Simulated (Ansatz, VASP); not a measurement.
## SnSe in VASP and in Ansatz

```
Sn Se
1.0
     4.28533    0.00000    0.00000
     0.00000    4.28533    0.00000
     0.00000    0.00000   10.99069
Sn Se
2 2
Direct
  0.50000 0.00000 0.37223
  0.00000 0.50000 0.62777
  0.47033 0.97033 0.61674
  0.00000 0.50000 0.38396
```

Alike in both runs: task single point; functional r2SCAN; k mesh 6 × 6 × 4; occupations gaussian, width 0.05 eV; no spin polarisation.

```csv
,VASP,Ansatz
version,VASP 6.6.1,Ansatz 0.2.0
potentials or method,"VASP PAW PBE potentials, release 64 (Sn_d, Se), cutoff 520 eV","scalar-relativistic, plane waves, PAW"
valence electrons in the cell,40,60
```

```csv
,VASP,Ansatz,Ansatz less VASP
gap on the k mesh at the Fermi level (eV),1.76,1.76,+0.004
least direct gap on the mesh (eV),1.79,1.80,+0.006
rms of the force components (eV/Å),0.111,0.109,-0.0011
```

VASP's potentials were made for PBE, not for r2SCAN. Atom by atom the forces differ by 0.008 eV/Å (rms over components). VASP's potentials hold 40 valence electrons a cell and Ansatz's 60, so a difference there can come from the potentials and not from the codes. Ansatz's warnings: xc potential rough in thin density.
